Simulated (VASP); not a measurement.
A run of VASP 6.6.1 is set up as follows.

INCAR

```
SYSTEM = In7GaP8
  ALGO = Normal
  EDIFF = 1E-7
  ENCUT = 520
  GGA = PE
  ISIF = 2
  ISMEAR = 0
  LASPH = .TRUE.
  LCHARG = .TRUE.
  LELF = .TRUE.
  LREAL = Auto
  LVHAR = .TRUE.
  LWAVE = .FALSE.
  NBANDS = 86
  NELM = 80
  PREC = Accurate
  SIGMA = 0.02
```

KPOINTS

```
k-points
0
G
  3 3 3
  0 0 0
```

Contents of POSCAR:

```
In7GaP8
1.0
    0.0000000000      5.9597880289     -5.9597880289
    5.9597880289      5.9597880289      0.0000000000
    5.9597880289      0.0000000000     -5.9597880289
Ga In P
1 7 8
Direct
    0.5000000000      0.5000000000      0.0000000000
    0.4998455009      0.0001544991     -0.0001544991
    1.0001544991      0.4998455009     -0.0001544991
    1.0001544991      0.0001544991     -0.0001544991
    0.4998455009      0.4998455009      0.5001544991
    0.4998455009      0.0001544991      0.5001544991
    1.0001544991      0.4998455009      0.5001544991
    1.0000000000      0.0000000000      0.5000000000
    0.3800903696      0.3800903696      0.3597288912
    0.3747788518      0.8750737161      0.3750737161
    0.8750737161      0.3747788518      0.3750737161
    0.8750737161      0.8750737161      0.3750737161
    0.3800903696      0.3800903696      0.8800903696
    0.3800903696      0.8597288912      0.8800903696
    0.8597288912      0.3800903696      0.8800903696
    0.8750737161      0.8750737161      0.8747788518
```

Potentials or basis: VASP PAW PBE potentials, release 64 (Ga_d, In_d, P).

Command:

```console
$ cat potpaw_PBE.64/Ga_d/POTCAR potpaw_PBE.64/In_d/POTCAR potpaw_PBE.64/P/POTCAR > POTCAR
$ mpirun -np 1 vasp_std > vasp.out
```

Estimate the largest force.

0.012 eV/Å.

What does it give for the pressure?

-1.7 GPa.

What does it give for the band gap on the k mesh?

0.29 eV.

Forces in eV/Å, atoms in the order of the input:
```
Ga   0.000  0.000  0.000
In   0.000  0.000  0.012
In  -0.012  0.000  0.000
In   0.000  0.012  0.000
In   0.000 -0.012  0.000
In   0.012  0.000  0.000
In   0.000  0.000 -0.012
In   0.000  0.000  0.000
P   -0.002  0.002  0.002
P    0.001 -0.001  0.001
P   -0.001 -0.001 -0.001
P    0.001  0.001 -0.001
P    0.002  0.002 -0.002
P   -0.002 -0.002 -0.002
P    0.002 -0.002  0.002
P   -0.001  0.001  0.001
```

Caveat: semilocal functionals underestimate gaps, and a narrow one can read as zero; spin-orbit coupling is left out, which moves the levels of the heavy elements.
